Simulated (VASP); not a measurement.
# MgS in VASP: further runs

Runs on MgS. Level: PBE+D3(BJ). Tasks: single point.

All numbers are computed with VASP 6.6.1; they aren't measurements. Logs are shortened: lines on timing, memory, paths and dates and some standing lists are left out, and cuts for length are marked.

## 1. The cell of the first run

The cell holds a sheet with vacuum, 4 atoms: a = 3.572 Å, b = 3.572 Å, c = 18.000 Å, α = 90.00°, β = 90.00°, γ = 90.00°.

## 2. Single point, PBE+D3(BJ)

INCAR reads:

```
PREC = Accurate ; ENCUT = 520
EDIFF = 1E-6 ; ISMEAR = 0
SIGMA = 0.1 ; LREAL = False
LASPH = True ; NELM = 60
ALGO = Normal ; ISIF = 2
LWAVE = False ; LCHARG = False
LDIPOL = True ; IDIPOL = 3
DIPOL = 0.5 0.5 0.500 ; GGA = PE
IVDW = 12 ; NBANDS = 16
```

KPOINTS reads:

```
regular mesh
0
Gamma
  6 6 1
```

POSCAR reads:

```
MgS
1.0
    3.5722644000      0.0000000000      0.0000000000
    0.0000000000      3.5722644000      0.0000000000
    0.0000000000      0.0000000000     18.0000000000
Mg S
2 2
Direct
    0.0000000000      0.0000000000      0.3950000000
    0.5000000000      0.5000000000      0.6050000000
    0.5000000000      0.5000000000      0.3950000000
    0.0000000000      0.0000000000      0.6050000000
```

Potentials or basis: VASP PAW PBE potentials, release 64 (Mg, S).

Launch:

```sh
$ cat potpaw_PBE.64/Mg/POTCAR potpaw_PBE.64/S/POTCAR > POTCAR
$ mpirun -np 1 vasp_std > vasp.out
```

OUTCAR:

```text
PREC = Accurate
   ENCUT = 520
   EDIFF = 1E-6
   ISMEAR = 0
   LREAL = False
   LASPH = True
   NELM = 60
   ISIF = 2
   GGA = PE
   IVDW = 12
 IVDW          = 12

 ion  position               nearest neighbor table
   1  0.000  0.000  0.395-   3 2.53   3 2.53   3 2.53   3 2.53
   2  0.500  0.500  0.605-   4 2.53   4 2.53   4 2.53   4 2.53
   3  0.500  0.500  0.395-   1 2.53   1 2.53   1 2.53   1 2.53
   4  0.000  0.000  0.605-   2 2.53   2 2.53   2 2.53   2 2.53

  LATTYP: Found a simple tetragonal cell.
 ALAT       =     3.5722644000
 C/A-ratio  =     5.0388207547

  Lattice vectors:

 A1 = (   3.5722644000,   0.0000000000,   0.0000000000)
 A2 = (   0.0000000000,   3.5722644000,   0.0000000000)
 A3 = (   0.0000000000,   0.0000000000,  18.0000000000)

Analysis of symmetry for initial positions (statically):
=====================================================================
 Subroutine PRICEL returns:
 Original cell was already a primitive cell.

 Routine SETGRP: Setting up the symmetry group for a
 simple tetragonal supercell.

 Subroutine GETGRP returns: Found 16 space group operations
 (whereof  8 operations were pure point group operations)
 out of a pool of 16 trial point group operations.

The static configuration has the point symmetry C_4v.
 The point group associated with its full space group is D_4h.

Analysis of symmetry for dynamics (positions and initial velocities):
=====================================================================
 Subroutine PRICEL returns:
 Original cell was already a primitive cell.

 Routine SETGRP: Setting up the symmetry group for a
 simple tetragonal supercell.

 Subroutine GETGRP returns: Found 16 space group operations
 (whereof  8 operations were pure point group operations)
 out of a pool of 16 trial point group operations.

The dynamic configuration has the point symmetry C_4v.
 The point group associated with its full space group is D_4h.

 Subroutine INISYM returns: Found 16 space group operations
 (whereof  8 operations are pure point group operations),
 and found     1 'primitive' translations

----------------------------------------------------------------------------------------

                                     Primitive cell

  volume of cell :     229.6993

  direct lattice vectors                    reciprocal lattice vectors
     3.572264400  0.000000000  0.000000000     0.279934486  0.000000000  0.000000000
     0.000000000  3.572264400  0.000000000     0.000000000  0.279934486  0.000000000
     0.000000000  0.000000000 18.000000000     0.000000000  0.000000000  0.055555556

  length of vectors
     3.572264400  3.572264400 18.000000000     0.279934486  0.279934486  0.055555556

  position of ions in fractional coordinates (direct lattice)
     0.000000000  0.000000000  0.395000000
     0.500000000  0.500000000  0.605000000
     0.500000000  0.500000000  0.395000000
     0.000000000  0.000000000  0.605000000

  ion indices of the primitive-cell ions
   primitive index   ion index
                 1           1
                 2           2
                 3           3
                 4           4

----------------------------------------------------------------------------------------

 KPOINTS: regular mesh

Automatic generation of k-mesh.
 Grid dimensions read from file:
 generate k-points for:    6    6    1

 Generating k-lattice:

  Cartesian coordinates                     Fractional coordinates (reciprocal lattice)
     0.046655748  0.000000000  0.000000000     0.166666667  0.000000000  0.000000000
     0.000000000  0.046655748  0.000000000     0.000000000  0.166666667  0.000000000
     0.000000000  0.000000000  0.055555556     0.000000000  0.000000000  1.000000000

  Length of vectors
     0.046655748  0.046655748  0.055555556

  Shift w.r.t. Gamma in fractional coordinates (k-lattice)
     0.000000000  0.000000000  0.000000000

 Subroutine IBZKPT returns following result:
 ===========================================

 Found     10 irreducible k-points:

 Following reciprocal coordinates:
            Coordinates               Weight
  0.000000  0.000000  0.000000      1.000000
  0.166667  0.000000  0.000000      4.000000
  0.333333  0.000000  0.000000      4.000000
  0.500000  0.000000  0.000000      2.000000
  0.166667  0.166667  0.000000      4.000000
  0.333333  0.166667  0.000000      8.000000
  0.500000  0.166667  0.000000      4.000000
  0.333333  0.333333  0.000000      4.000000
  0.500000  0.333333  0.000000      4.000000
  0.500000  0.500000  0.000000      1.000000
   k-points           NKPTS =     10   k-points in BZ     NKDIM =     10   number of bands    NBANDS=     16
   number of dos      NEDOS =    301   number of ions     NIONS =      4
   total plane-waves  NPLWV = 109760
   dimension x,y,z NGX =    28 NGY =   28 NGZ =  140
   dimension x,y,z NGXF=    56 NGYF=   56 NGZF=  280
   ions per type =               2   2
   NGX,Y,Z   is equivalent  to a cutoff of  13.03, 13.03, 12.93 a.u.
   NGXF,Y,Z  is equivalent  to a cutoff of  26.06, 26.06, 25.86 a.u.
 SYSTEM =  unknown system
   PREC   = accura    normal or accurate (medium, high low for compatibility)
   ISTART =      0    job   : 0-new  1-cont  2-samecut
   ICHARG =      2    charge: 1-file 2-atom 10-const
   ISPIN  =      1    spin polarized calculation?
   LNONCOLLINEAR =      F non collinear calculations
   LSORBIT =      F    spin-orbit coupling
   LASPH  =      T    aspherical Exc in radial PAW
   ENCUT  =  520.0 eV  38.22 Ry    6.18 a.u.   6.64  6.64 33.47*2*pi/ulx,y,z
   NELM   =     60;   NELMIN=  2; NELMDL= -5     # of ELM steps
   EDIFF  = 0.1E-05   stopping-criterion for ELM
   LREAL  =      F    real-space projection
   EDIFFG = 0.1E-04   stopping-criterion for IOM
   NSW    =      0    number of steps for IOM
   IBRION =     -1    ionic relax: 0-MD 1-quasi-New 2-CG
   NFREE  =      0    steps in history (QN), initial steepest desc. (CG)
   ISIF   =      2    stress and relaxation
   ISYM   =      2    0-nonsym 1-usesym 2-fastsym
   POTIM  = 0.5000    time-step for ionic-motion
   TEBEG  =    0.0;   TEEND  =   0.0 temperature during run
   PSTRESS=    0.0 pullay stress
   NELECT =      16.0000    total number of electrons
   NUPDOWN=      -1.0000    fix difference up-down
   EMIN   =  10.00;   EMAX   =-10.00  energy-range for DOS
   EFERMI =   0.00;   METHOD = LEGACY
   ISMEAR =     0;   SIGMA  =   0.10  broadening in eV -4-tet -1-fermi 0-gaus
   EFERMI_NEDOS =   21; number of points for ismear=-14 and -15
   IALGO  =     38    algorithm
   IMIX   =      4    mixing-type and parameters
     AMIX     =   0.40;   BMIX     =  1.00
     AMIX_MAG =   1.60;   BMIX_MAG =  1.00
  volume/ion in A,a.u.               =      57.42       387.52
  Fermi-wavevector in a.u.,A,eV,Ry     =   0.673589  1.272898  6.173263  0.453722
  Thomas-Fermi vector in A             =   1.750054
   LORBIT       =      0    0 simple, 1 ext, 2 COOP (PROOUT), +10 PAW based schemes
   GGA     = PE    functional components
   LHFCALC =     F    Hartree Fock is set to
   AEXX    =    0.0000 exact exchange contribution
   IVDW    =    12    specifies the selected vdW correction
   LEPSILON=     F    determine dielectric tensor
   LRPA    =     F    only Hartree local field effects (RPA)
 non-spin polarized calculation
 Gauss-broadening in eV      SIGMA  =   0.10
  energy-cutoff  :      520.00
  volume of cell :      229.70
 maximum number of plane-waves:      6229
 NGX is ok and might be reduce to    28
   NGX = 13   NGY = 13   NGZ = 67

 number of electron      15.9999999 magnetization

 dipolmoment           0.000000      0.000000     -0.000000 electrons x Angstroem

 Free energy of the ion-electron system (eV)
  ---------------------------------------------------
  ext. energy  EPLUGINS =         0.00000000
  ---------------------------------------------------
  free energy    TOTEN  =       -15.67224862 eV

  energy without entropy =      -15.67224862  energy(sigma->0) =      -15.67224862

 E-fermi :  -2.1120     XC(G=0):  -3.9527

 val. band max:       -2.5521477659   @ k =   0.5000   0.0000   0.0000
 cond. band min:       0.1029916726   @ k =   0.5000   0.5000   0.0000
 fundamental gap:      2.6551394386
 Fermi energy:        -2.1119735844

 k-point     1 :       0.0000    0.0000    0.0000
  band No.  band energies     occupation
      1     -14.0622      2.00000
      2     -13.9312      2.00000
      3      -4.6561      2.00000
      4      -3.5827      2.00000
      5      -2.9769      2.00000
      6      -2.9769      2.00000
[... 8 lines left out ...]
     15       3.7140      0.00000
     16       4.3358      0.00000

 k-point     2 :       0.1667    0.0000    0.0000
  band No.  band energies     occupation
      1     -13.9097      2.00000
      2     -13.7901      2.00000
      3      -4.4925      2.00000
      4      -4.2185      2.00000
      5      -4.0410      2.00000
      6      -3.3808      2.00000
[... 8 lines left out ...]
     15       4.3052      0.00000
     16       4.4108      0.00000

 k-point     3 :       0.3333    0.0000    0.0000
  band No.  band energies     occupation
      1     -13.5567      2.00000
      2     -13.4782      2.00000
      3      -5.7975      2.00000
      4      -5.7461      2.00000
      5      -3.8372      2.00000
      6      -3.1298      2.00000
[... 8 lines left out ...]
     15       4.7291      0.00000
     16       5.2803      0.00000
[... 96 lines left out ...]
 k-point     9 :       0.5000    0.3333    0.0000
  band No.  band energies     occupation
      1     -12.9533      2.00000
      2     -12.9533      2.00000
      3      -5.7450      2.00000
      4      -5.7450      2.00000
      5      -4.8448      2.00000
      6      -4.8448      2.00000
[... 8 lines left out ...]
     15       6.0090      0.00000
     16       6.0090      0.00000

 k-point    10 :       0.5000    0.5000    0.0000
  band No.  band energies     occupation
      1     -12.8098      2.00000
      2     -12.8098      2.00000
      3      -5.5225      2.00000
      4      -5.5225      2.00000
      5      -5.3273      2.00000
      6      -5.3273      2.00000
[... 8 lines left out ...]
     15       5.1155      0.00000
     16       5.1155      0.00000

------------------------ aborting loop because EDIFF is reached ----------------------------------------

 vacuum level on the upper side and lower side of the slab       (xc-potential included)        -0.154        -0.154

 Edisp (eV)   -0.74511

 E8    (eV) :    -0.3091

  FORCE on cell =-STRESS in cart. coord.  units (eV):
  Direction    XX          YY          ZZ          XY          YZ          ZX
  --------------------------------------------------------------------------------------
  -------------------------------------------------------------------------------------
  Total      -2.77008    -2.77008    -1.88409     0.00000     0.00000     0.00000
  in kB     -19.32163   -19.32163   -13.14174     0.00000     0.00000     0.00000
  external pressure =      -17.26 kB  Pullay stress =        0.00 kB

 VOLUME and BASIS-vectors are now :
 -----------------------------------------------------------------------------
  energy-cutoff  :      520.00
  volume of cell :      229.70
      direct lattice vectors                 reciprocal lattice vectors
     3.572264400  0.000000000  0.000000000     0.279934486  0.000000000  0.000000000
     0.000000000  3.572264400  0.000000000     0.000000000  0.279934486  0.000000000
     0.000000000  0.000000000 18.000000000     0.000000000  0.000000000  0.055555556

 POSITION                                       TOTAL-FORCE (eV/Angst)
 -----------------------------------------------------------------------------------
      0.00000      0.00000      7.11000        -0.000000      0.000000      0.391946
      1.78613      1.78613     10.89000        -0.000000      0.000000     -0.391946
      1.78613      1.78613      7.11000         0.000000     -0.000000      0.099302
      0.00000      0.00000     10.89000        -0.000000     -0.000000     -0.099302
 -----------------------------------------------------------------------------------
    total drift:                               -0.000000     -0.000000      0.000000

  FREE ENERGIE OF THE ION-ELECTRON SYSTEM (eV)
  ---------------------------------------------------
  free  energy   TOTEN  =       -16.4173577561 eV

  energy  without entropy=      -16.4173577561  energy(sigma->0) =      -16.41735776

 vacuum level on the upper side and lower side of the slab         2.624         2.624
```

It took 81 s on 1 thread of Intel Xeon 8259CL, shared host; peak memory 0.32 GiB.

Results:

```
Free energy                : -16.4174 eV
Largest force              : 0.392 eV/Å
Band gap on the k mesh     : 2.66 eV (least direct gap 2.69 eV)
Dispersion energy per atom : -0.186 eV
```

Forces on the atoms (eV/Å):
```
Mg   0.000  0.000  0.392
Mg   0.000  0.000 -0.392
S    0.000  0.000  0.099
S    0.000  0.000 -0.099
```

(Continued in part 2 of 2.)
